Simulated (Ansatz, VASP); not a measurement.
**Cu: VASP beside Ansatz**

```xyz
4
Lattice="2.5265 0.0000 0.0000 -1.2633 2.1881 0.0000 0.0000 0.0000 8.2480" Properties=species:S:1:pos:R:3 pbc="T T T"
Cu    1.2463    2.1850    8.2464
Cu   -0.0113    1.4374    2.0670
Cu    0.0131    0.0134    4.1327
Cu    1.2733    0.7373    6.2022
```

Alike in both runs: task single point; functional LDA; k mesh 7 × 7 × 2; occupations fermi-dirac, width 0.1 eV; no spin polarisation.

|  | VASP | Ansatz |
| --- | --- | --- |
| version | VASP 6.6.1 | Ansatz 0.2.0 |
| potentials or method | VASP PAW LDA potentials, release 64 (Cu), cutoff 600 eV | plane waves, PAW |
| valence electrons in the cell | 44 | 76 |

```csv
,VASP,Ansatz,Ansatz less VASP
pressure (GPa),-7.0,-8.0,-1.08
"traceless stress, the component that is largest in VASP (GPa)",-0.28,-0.27,+0.005
rms of the force components (eV/Å),0.043,0.042,-0.0001
```

LDA's correlation is that of Perdew and Zunger in VASP and of Perdew and Wang (1992) in Ansatz. Atom by atom the forces differ by 0.000 eV/Å (rms over components). VASP's potentials hold 44 valence electrons a cell and Ansatz's 76, so a difference there can come from the potentials and not from the codes. Ansatz's warnings: stress scf threshold loose.

The k mesh is coarse, so the values compare programs but aren't converged.
